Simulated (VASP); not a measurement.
Sn, 2 atoms in the cell. Symmetry: Fd-3m, No. 227, cubic system. The conventional cell has a = 6.568 Å, b = 6.568 Å, c = 6.568 Å, α = 90.00°, β = 90.00°, γ = 90.00°. Within 3.7 Å of Sn (site symmetry -43m) lie 4 Sn at 2.84 Å. This isn't the form of Sn at room conditions, which is tetragonal (white tin).

```yaml
Program: VASP 6.6.1
Task: single point
Functional: r2SCAN
Potentials_or_basis: VASP PAW PBE potentials, release 64 (Sn_d)
Cutoff: 550 eV
k_mesh: 7 × 7 × 7
Occupations: fermi-dirac, width 0.05 eV
Spin: no spin polarisation
Dipole_correction: no
Further_INCAR_settings: ALGO = Normal; EDIFF = 1e-06; NBANDS = 21
```

Potentials or basis: VASP PAW PBE potentials, release 64 (Sn_d).

Command:

```sh
$ cat potpaw_PBE.64/Sn_d/POTCAR > POTCAR
$ cp INCAR.step1 INCAR
$ mpirun -np 1 vasp_std > vasp.out
$ cp INCAR.step2 INCAR
$ mpirun -np 1 vasp_std > vasp.out
```

Hardware: 1 thread of Intel Xeon 8259CL, with other jobs on the host.

How long does it take, and how much memory?

It took 2.5 min on 1 thread of Intel Xeon 8259CL, with other jobs on the host, peak memory 0.22 GiB. Counts: k points 20.
